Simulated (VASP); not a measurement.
The system is Hf3N4.

```xyz
14
Lattice="-3.3505 3.3505 3.3505 3.3505 -3.3505 3.3505 3.3505 3.3505 -3.3505" Properties=species:S:1:pos:R:3 pbc="T T T"
Hf    2.5129    0.0000    1.6752
Hf    1.6752    2.5129    0.0000
Hf    0.8376    0.0000    5.0258
Hf    5.0257    0.8376    0.0000
Hf    0.0000    1.6752    2.5129
Hf    0.0000    5.0257    0.8376
N     0.4222    0.4222    0.4222
N    -1.2531    1.2531    4.6036
N    -0.4222    2.9283    0.4222
N     4.6036   -1.2531    1.2531
N     0.4222   -0.4222    2.9283
N     2.0974    2.0974    2.0974
N     2.9283    0.4222   -0.4222
N     1.2531    4.6036   -1.2531
```

* Program: VASP 6.6.1
* Task: relaxation of the atoms
* Functional: PBE
* Potentials or basis: VASP PAW PBE potentials, release 64 (Hf_pv, N)
* Cutoff: 520 eV
* k mesh: 6 × 6 × 6
* Occupations: fermi-dirac, width 0.02 eV
* Spin: no spin polarisation

At the start: pressure 3.8 GPa; volume 10.75 Å³/atom.

**Question.** Where does the relaxation end?

**Answer.** Over 3 steps the energy falls by 3.7 meV/atom; space group I-43d (No. 220, to 0.1 Å) before and after.

The path:
| step | energy change (eV) | largest force (eV/Å) | pressure (GPa) |
| --- | --- | --- | --- |
| 1 | 0.0000 | 0.2666 | 3.79 |
| 2 | -0.0237 | 0.1957 | 2.98 |
| 3 | -0.0521 | 0.0112 | 0.81 |

Final structure:
```xyz
14
Lattice="-3.3505 3.3505 3.3505 3.3505 -3.3505 3.3505 3.3505 3.3505 -3.3505" Properties=species:S:1:pos:R:3 pbc="T T T"
Hf    2.5129    0.0000    1.6752
Hf    1.6752    2.5129    0.0000
Hf    0.8376    0.0000    5.0258
Hf    5.0257    0.8376    0.0000
Hf    0.0000    1.6752    2.5129
Hf    0.0000    5.0257    0.8376
N     0.4519    0.4519    0.4519
N    -1.2234    1.2234    4.5739
N    -0.4519    2.8986    0.4519
N     4.5739   -1.2234    1.2234
N     0.4519   -0.4519    2.8986
N     2.1271    2.1271    2.1271
N     2.8986    0.4519   -0.4519
N     1.2234    4.5739   -1.2234
```
